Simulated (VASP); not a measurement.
# Sc2Cd (Fm-3m) in VASP: further runs, part 2 of 2

VASP 6.6.1.

**3. Relaxation of cell and atoms, PBE**

This run uses another cell than the first one, of 20.39 Å³/atom.

INCAR reads:

```
SYSTEM = Sc2Cd
  PREC = Accurate
  ENCUT = 600
  EDIFF = 1E-6
  ISMEAR = 0
  SIGMA = 0.1
  LREAL = .False.
  LASPH = .True.
  NELM = 60
  ALGO = Normal
  ISIF = 3
  LWAVE = .False.
  LCHARG = .False.
  GGA = PE
  IBRION = 2
  NSW = 90
  EDIFFG = -0.04
```

KPOINTS reads:

```
Automatic mesh
0
Gamma
  6 6 6
  0 0 0
```

POSCAR reads:

```
Sc2Cd
1.0
    0.0000000000      3.1270841430      3.1270841430
    3.1270841430      0.0000000000      3.1270841430
    3.1270841430      3.1270841430      0.0000000000
Sc Cd
2 1
Direct
    0.2500000000      0.2500000000      0.2500000000
    0.7500000000      0.7500000000      0.7500000000
    0.0000000000      0.0000000000      0.0000000000
```

Potentials or basis: VASP PAW PBE potentials, release 64 (Sc_sv, Cd).

The run is started by

```
$ cat potpaw_PBE.64/Sc_sv/POTCAR potpaw_PBE.64/Cd/POTCAR > POTCAR
$ mpirun -np 1 vasp_std > vasp.out
```

OUTCAR:

```text
SYSTEM = Sc2Cd
   PREC = Accurate
   ENCUT = 600
   EDIFF = 1E-6
   ISMEAR = 0
   LREAL = .False.
   LASPH = .True.
   NELM = 60
   ISIF = 3
   GGA = PE
   IBRION = 2
   NSW = 90
   EDIFFG = -0.04

 ion  position               nearest neighbor table
   1  0.250  0.250  0.250-   3 2.71   3 2.71   3 2.71   3 2.71   2 3.13   2 3.13   2 3.13   2 3.13
                             2 3.13   2 3.13
   2  0.750  0.750  0.750-   3 2.71   3 2.71   3 2.71   3 2.71   1 3.13   1 3.13   1 3.13   1 3.13
                             1 3.13   1 3.13
   3  0.000  0.000  0.000-   2 2.71   1 2.71   2 2.71   1 2.71   2 2.71   2 2.71   1 2.71   1 2.71

  LATTYP: Found a face centered cubic cell.
 ALAT       =     6.2541682860

  Lattice vectors:

 A1 = (   0.0000000000,   3.1270841430,   3.1270841430)
 A2 = (   3.1270841430,   0.0000000000,   3.1270841430)
 A3 = (   3.1270841430,   3.1270841430,   0.0000000000)

Analysis of symmetry for initial positions (statically):
=====================================================================
 Subroutine PRICEL returns:
 Original cell was already a primitive cell.

 Routine SETGRP: Setting up the symmetry group for a
 face centered cubic supercell.

 Subroutine GETGRP returns: Found 48 space group operations
 (whereof 48 operations were pure point group operations)
 out of a pool of 48 trial point group operations.

The static configuration has the point symmetry O_h .

Analysis of symmetry for dynamics (positions and initial velocities):
=====================================================================
 Subroutine PRICEL returns:
 Original cell was already a primitive cell.

 Routine SETGRP: Setting up the symmetry group for a
 face centered cubic supercell.

 Subroutine GETGRP returns: Found 48 space group operations
 (whereof 48 operations were pure point group operations)
 out of a pool of 48 trial point group operations.

The dynamic configuration has the point symmetry O_h .

 Subroutine INISYM returns: Found 48 space group operations
 (whereof 48 operations are pure point group operations),
 and found     1 'primitive' translations

[... 93 lines left out ...]
   ISIF   =      3    stress and relaxation
   ISYM   =      2    0-nonsym 1-usesym 2-fastsym
   POTIM  = 0.5000    time-step for ionic-motion
   TEBEG  =    0.0;   TEEND  =   0.0 temperature during run
   PSTRESS=    0.0 pullay stress
   NELECT =      34.0000    total number of electrons
   NUPDOWN=      -1.0000    fix difference up-down
   EMIN   =  10.00;   EMAX   =-10.00  energy-range for DOS
   EFERMI =   0.00;   METHOD = LEGACY
   ISMEAR =     0;   SIGMA  =   0.10  broadening in eV -4-tet -1-fermi 0-gaus
   EFERMI_NEDOS =   21; number of points for ismear=-14 and -15
   IALGO  =     38    algorithm
   IMIX   =      4    mixing-type and parameters
     AMIX     =   0.40;   BMIX     =  1.00
     AMIX_MAG =   1.60;   BMIX_MAG =  1.00
  volume/ion in A,a.u.               =      20.39       137.57
  Fermi-wavevector in a.u.,A,eV,Ry     =   1.346123  2.543805 24.654416  1.812048
  Thomas-Fermi vector in A             =   2.473981
   LORBIT       =      0    0 simple, 1 ext, 2 COOP (PROOUT), +10 PAW based schemes
   GGA     = PE    functional components
   LHFCALC =     F    Hartree Fock is set to
   AEXX    =    0.0000 exact exchange contribution
   IVDW    =     0    specifies the selected vdW correction
   LEPSILON=     F    determine dielectric tensor
   LRPA    =     F    only Hartree local field effects (RPA)
 conjugate gradient relaxation of ions
 non-spin polarized calculation
 Gauss-broadening in eV      SIGMA  =   0.10
  energy-cutoff  :      600.00
  volume of cell :       61.16
 maximum number of plane-waves:      2085
   NGX = 17   NGY = 17   NGZ = 17

--------------------------------------- Ionic step        1  -------------------------------------------

 number of electron      33.9999999 magnetization

 Free energy of the ion-electron system (eV)
  ---------------------------------------------------
  ext. energy  EPLUGINS =         0.00000000
  ---------------------------------------------------
  free energy    TOTEN  =       -11.61021373 eV

  energy without entropy =      -11.59503109  energy(sigma->0) =      -11.60262241

 E-fermi :   4.3395     XC(G=0): -10.7829

 val. band max:        4.3269330877   @ k =   0.3333   0.3333   0.0000
 cond. band min:       4.3414780731   @ k =   0.3333   0.3333   0.0000
 fundamental gap:      0.0145449854
 Fermi energy:         4.3395022610

 k-point     1 :       0.0000    0.0000    0.0000
  band No.  band energies     occupation
      1     -45.1613      2.00000
      2     -45.0566      2.00000
      3     -23.9303      2.00000
      4     -23.9303      2.00000
      5     -23.9303      2.00000
      6     -23.6663      2.00000
[... 446 lines left out ...]
--------------------------------------- Ionic step        3  -------------------------------------------

 number of electron      33.9999992 magnetization

 Free energy of the ion-electron system (eV)
  ---------------------------------------------------
  ext. energy  EPLUGINS =         0.00000000
  ---------------------------------------------------
  free energy    TOTEN  =       -12.78907011 eV

  energy without entropy =      -12.77264687  energy(sigma->0) =      -12.78085849

 E-fermi :   2.6584     XC(G=0):  -9.5852

 val. band max:        2.6456150179   @ k =   0.3333   0.3333   0.0000
 cond. band min:       2.6606277601   @ k =  -0.3333   0.3333   0.0000
 fundamental gap:      0.0150127422
 Fermi energy:         2.6584372804

 k-point     1 :       0.0000    0.0000    0.0000
  band No.  band energies     occupation
      1     -47.5041      2.00000
      2     -47.4723      2.00000
      3     -26.1504      2.00000
      4     -26.1504      2.00000
      5     -26.1504      2.00000
      6     -26.0476      2.00000
[... 403 lines left out ...]
  FREE ENERGIE OF THE ION-ELECTRON SYSTEM (eV)
  ---------------------------------------------------
  free  energy   TOTEN  =       -12.7890701104 eV

  energy  without entropy=      -12.7726468700  energy(sigma->0) =      -12.78085849

 reached required accuracy - stopping structural energy minimisation
```

CONTCAR:

```text
Sc2Cd
   1.00000000000000
     0.0000000000000000    3.4218962306185370    3.4218962306185370
     3.4218962306185370    0.0000000000000000    3.4218962306185370
     3.4218962306185370    3.4218962306185370    0.0000000000000000
  Sc              Cd
     2     1
Direct
     0.2500000000000000    0.2500000000000000    0.2500000000000000
     0.7500000000000000    0.7500000000000000    0.7500000000000000
     0.0000000000000000    0.0000000000000000    0.0000000000000000

  0.00000000E+00  0.00000000E+00  0.00000000E+00
  0.00000000E+00  0.00000000E+00  0.00000000E+00
  0.00000000E+00  0.00000000E+00  0.00000000E+00
```

Run time: 35 s. Hardware: 1 thread of Intel Xeon 6975P-C (Granite Rapids), shared host; peak memory 0.21 GiB.

Results:

| Property | Result |
| --- | --- |
| Free energy | -12.7891 eV |
| Relaxed volume | 26.71 Å³/atom |
| Relaxed cell | a = 4.839 Å, b = 4.839 Å, c = 4.839 Å, α = 60.00°, β = 60.00°, γ = 60.00° |
| Space group after relaxing (to 0.1 Å) | Fm-3m (No. 225) |
| Energy gained by relaxing | 393.0 meV/atom |
| Ionic steps | 3 |
| Pressure after relaxing | 0.1 GPa |
| Band gap on the k mesh | zero (bands 17 and 18 overlap by 0.23 eV) |

The path:
```
step  energy change (eV)  largest force (eV/Å)  pressure (GPa)  volume (Å³)
   1              0.0000                0.0000           24.87        61.16
   2             -0.8996                0.0000           -5.87        93.65
   3             -1.1789                0.0000            0.09        80.14
```

Final structure:
```
CELL_PARAMETERS angstrom
0.00000 3.42190 3.42190
3.42190 0.00000 3.42190
3.42190 3.42190 0.00000
ATOMIC_POSITIONS crystal
Sc 0.25000 0.25000 0.25000
Sc 0.75000 0.75000 0.75000
Cd 0.00000 0.00000 0.00000
```

Levels at points of the mesh, in eV from the Fermi level:
```tsv
k point	band 13	band 14	band 15	band 16	band 17	band 18	band 19	band 20	band 21
(0.00, 0.00, 0.00)	-8.49	-6.11	-0.83	-0.83	-0.83	0.06	0.06	2.49	2.49
(0.50, 0.00, 0.00)	-8.47	-4.45	-2.59	-0.25	-0.25	0.80	0.80	1.34	1.38
(0.50, 0.50, 0.00)	-8.43	-3.83	-2.64	-0.44	0.21	0.23	0.36	0.36	1.68
```

Caveat: the volume moved by over 15 % at a fixed basis, so the end points are rough.

**4. Single point, PBE**

INCAR reads:

```
SYSTEM = Sc2Cd
  PREC = Accurate
  ENCUT = 520
  EDIFF = 1E-7
  ISMEAR = 0
  SIGMA = 0.1
  LREAL = .False.
  LASPH = .True.
  NELM = 80
  ALGO = Fast
  ISIF = 2
  LWAVE = .False.
  LCHARG = .False.
  GGA = PE
  NBANDS = 24
```

KPOINTS reads:

```
Automatic mesh
0
Gamma
  12 12 12
  0 0 0
```

POSCAR reads:

```
Sc2Cd
1.0
    0.0000000000      3.4240049517      3.4240049517
    3.4240049517      0.0000000000      3.4240049517
    3.4240049517      3.4240049517      0.0000000000
Sc Cd
2 1
Direct
    0.2500000000      0.2500000000      0.2500000000
    0.7500000000      0.7500000000      0.7500000000
    0.0000000000      0.0000000000      0.0000000000
```

Potentials or basis: VASP PAW PBE potentials, release 64 (Sc_sv, Cd).

The run is started by

```
$ cat potpaw_PBE.64/Sc_sv/POTCAR potpaw_PBE.64/Cd/POTCAR > POTCAR
$ mpirun -np 1 vasp_std > vasp.out
```

OUTCAR:

```text
SYSTEM = Sc2Cd
   PREC = Accurate
   ENCUT = 520
   EDIFF = 1E-7
   ISMEAR = 0
   LREAL = .False.
   LASPH = .True.
   NELM = 80
   ISIF = 2
   GGA = PE

 ion  position               nearest neighbor table
   1  0.250  0.250  0.250-   3 2.97   3 2.97   3 2.97   3 2.97   2 3.42   2 3.42   2 3.42   2 3.42
                             2 3.42   2 3.42
   2  0.750  0.750  0.750-   3 2.97   3 2.97   3 2.97   3 2.97   1 3.42   1 3.42   1 3.42   1 3.42
                             1 3.42   1 3.42
   3  0.000  0.000  0.000-   2 2.97   2 2.97   2 2.97   1 2.97   2 2.97   1 2.97   1 2.97   1 2.97

  LATTYP: Found a face centered cubic cell.
 ALAT       =     6.8480099034

  Lattice vectors:

 A1 = (   0.0000000000,   3.4240049517,   3.4240049517)
 A2 = (   3.4240049517,   0.0000000000,   3.4240049517)
 A3 = (   3.4240049517,   3.4240049517,   0.0000000000)

Analysis of symmetry for initial positions (statically):
=====================================================================
 Subroutine PRICEL returns:
 Original cell was already a primitive cell.

 Routine SETGRP: Setting up the symmetry group for a
 face centered cubic supercell.

[... 163 lines left out ...]
  ext. energy  EPLUGINS =         0.00000000
  ---------------------------------------------------
  free energy    TOTEN  =       -12.79925783 eV

  energy without entropy =      -12.78750846  energy(sigma->0) =      -12.79338314

 E-fermi :   2.6536     XC(G=0):  -9.5769

 val. band max:        2.6498677381   @ k =  -0.3333   0.3333   0.0000
 cond. band min:       2.6970690294   @ k =   0.0000   0.0000   0.0000
 fundamental gap:      0.0472012913
 Fermi energy:         2.6536241657

 k-point     1 :       0.0000    0.0000    0.0000
  band No.  band energies     occupation
      1     -47.5314      2.00000
      2     -47.4999      2.00000
      3     -26.1763      2.00000
      4     -26.1763      2.00000
      5     -26.1763      2.00000
      6     -26.0743      2.00000
[... 637 lines left out ...]
     23       4.5113      0.00000
     24       4.6015      0.00000

 [... further k-points ...]
[... 5 lines left out ...]
  --------------------------------------------------------------------------------------
  -------------------------------------------------------------------------------------
  Total        0.0210981      0.0210981      0.0210981     -0.0000000     -0.0000000     -0.0000000
  in kB        0.4210379      0.4210379      0.4210379     -0.0000000     -0.0000000     -0.0000000
  external PRESSURE =       0.4210379 kB  Pullay stress =       0.0000000 kB

 VOLUME and BASIS-vectors are now :
 -----------------------------------------------------------------------------
  energy-cutoff  :      520.00
  volume of cell :       80.28
      direct lattice vectors                 reciprocal lattice vectors
     0.000000000  3.424004952  3.424004952    -0.146027826  0.146027826  0.146027826
     3.424004952  0.000000000  3.424004952     0.146027826 -0.146027826  0.146027826
     3.424004952  3.424004952  0.000000000     0.146027826  0.146027826 -0.146027826

 POSITION                                       TOTAL-FORCE (eV/Angst)
 -----------------------------------------------------------------------------------
      1.71200      1.71200      1.71200         0.000000      0.000000      0.000000
      5.13601      5.13601      5.13601        -0.000000     -0.000000     -0.000000
      0.00000      0.00000      0.00000        -0.000000     -0.000000     -0.000000
 -----------------------------------------------------------------------------------
    total drift:                                0.000000      0.000000      0.000000

  FREE ENERGIE OF THE ION-ELECTRON SYSTEM (eV)
  ---------------------------------------------------
  free  energy   TOTEN  =       -12.7992578301 eV

  energy  without entropy=      -12.7875084590  energy(sigma->0) =      -12.79338314
```

OSZICAR:

```text
N       E                     dE             d eps       ncg     rms          rms(c)
DAV:   1     0.519244616239E+03    0.51924E+03   -0.16295E+04  3504   0.146E+03
DAV:   2     0.301178784439E+02   -0.48913E+03   -0.47646E+03  4280   0.539E+02
DAV:   3    -0.136151863145E+02   -0.43733E+02   -0.42475E+02  5824   0.187E+02
[... 13 lines left out ...]
RMM:  17    -0.127992566217E+02   -0.35483E-05   -0.29569E-05  4967   0.179E-02    0.327E-03
RMM:  18    -0.127992575574E+02   -0.93569E-06   -0.92687E-06  4452   0.139E-02    0.151E-03
RMM:  19    -0.127992576895E+02   -0.13210E-06   -0.38185E-06  4156   0.812E-03    0.112E-03
RMM:  20    -0.127992577916E+02   -0.10211E-06   -0.15403E-06  3634   0.494E-03    0.931E-04
RMM:  21    -0.127992578301E+02   -0.38428E-07   -0.53168E-07  3381   0.294E-03
   1 F= -.12799258E+02 E0= -.12793383E+02  d E =-.117494E-01
```

stdout:

```text
POSCAR found type information on POSCAR ScCd
 POSCAR found :  2 types and       3 ions
 scaLAPACK will be used
 LDA part: xc-table for (Slater+PW92), standard interpolation
 POSCAR, INCAR and KPOINTS ok, starting setup
 FFT: planning ... GRIDC
 FFT: planning ... GRID_SOFT
 FFT: planning ... GRID
 WAVECAR not read
 entering main loop
```

Wall time 87 s (1 thread of Intel Xeon 6975P-C (Granite Rapids), shared host); peak memory 0.29 GiB.

Results:

```yaml
Free_energy: -12.7993 eV
Pressure: 0.0 GPa
Band_gap_on_the_k_mesh: zero (bands 17 and 18 overlap by 0.22 eV)
```

**5. Relaxation of cell and atoms, PBE**

INCAR reads:

```
SYSTEM = Sc2Cd
  PREC = Accurate
  ENCUT = 600
  EDIFF = 1E-6
  ISMEAR = 0
  SIGMA = 0.1
  LREAL = .False.
  LASPH = .True.
  NELM = 100
  ALGO = Fast
  ISIF = 3
  LWAVE = .False.
  LCHARG = .False.
  GGA = PE
  IBRION = 2
  NSW = 100
  EDIFFG = -0.01
```

KPOINTS is that of step 4.

POSCAR reads:

```
Sc2Cd
1.0
    0.0000000000      3.4218756374      3.4218756374
    3.4218756374      0.0000000000      3.4218756374
    3.4218756374      3.4218756374      0.0000000000
Sc Cd
2 1
Direct
    0.2500000000      0.2500000000      0.2500000000
    0.7500000000      0.7500000000      0.7500000000
    0.0000000000      0.0000000000      0.0000000000
```

The run is started by

```
$ cat potpaw_PBE.64/Sc_sv/POTCAR potpaw_PBE.64/Cd/POTCAR > POTCAR
$ mpirun -np 1 vasp_std > vasp.out
```

Run time: 3.4 min. Hardware: 1 thread of Intel Xeon 6975P-C (Granite Rapids), shared host; peak memory 0.35 GiB.

The run converged. Its results:

| Quantity | Value |
| --- | --- |
| Free energy | -12.7990 eV |
| Relaxed volume | 26.78 Å³/atom |
| Relaxed cell | a = 4.843 Å, b = 4.843 Å, c = 4.843 Å, α = 60.00°, β = 60.00°, γ = 60.00° |
| Space group after relaxing (to 0.1 Å) | Fm-3m (No. 225) |
| Energy gained by relaxing | 0.0 meV/atom |
| Ionic steps | 3 |
| Pressure after relaxing | 0.0 GPa |
| Band gap on the k mesh | zero (bands 17 and 18 overlap by 0.22 eV) |

Final structure:
```
Sc Cd
1.0
     0.00000    3.42483    3.42483
     3.42483    0.00000    3.42483
     3.42483    3.42483    0.00000
Sc Cd
2 1
Direct
  0.25000 0.25000 0.25000
  0.75000 0.75000 0.75000
  0.00000 0.00000 0.00000
```

Levels at points of the mesh, in eV from the Fermi level:
```
           k point  band 14  band 15  band 16  band 17  band 18  band 19  band 20  band 21
(0.00, 0.00, 0.00)    -6.11    -0.83    -0.83    -0.83     0.04     0.04     2.47     2.47
(0.50, 0.00, 0.00)    -4.44    -2.59    -0.25    -0.25     0.78     0.78     1.28     1.36
(0.50, 0.50, 0.00)    -3.83    -2.64    -0.45     0.20     0.22     0.35     0.35     1.67
```

**6. The runs side by side**

| task | cell | k mesh | cutoff (eV) | gap on the mesh (eV) | pressure (GPa) | relaxed volume (Å³/atom) |
| --- | --- | --- | --- | --- | --- | --- |
| single point | a = 4.839 Å, angles 60.0°, 3 atoms | 6 × 6 × 6 | 520 | none | 0.1 | - |
| relaxation of cell and atoms | relaxed from a = 4.422 Å, angles 60.0°, 3 atoms | 6 × 6 × 6 | 600 | none | 0.1 | 26.71 |
| single point | a = 4.842 Å, angles 60.0°, 3 atoms | 12 × 12 × 12 | 520 | none | 0.0 | - |
| relaxation of cell and atoms | relaxed from a = 4.839 Å, angles 60.0°, 3 atoms | 12 × 12 × 12 | 600 | none | 0.0 | 26.78 |

Alike in all rows: level PBE; potentials or basis VASP PAW PBE potentials, release 64 (Sc_sv, Cd); no spin polarisation; smearing gaussian 0.1 eV.

Caveats: the volume moved by over 15 % at a fixed basis, so the end points are rough (at least some runs).

Total energies depend on the potentials used, so only differences within one code and one set of settings carry meaning.

The gap in the log of VASP goes by the Fermi energy; the results here count the filled bands.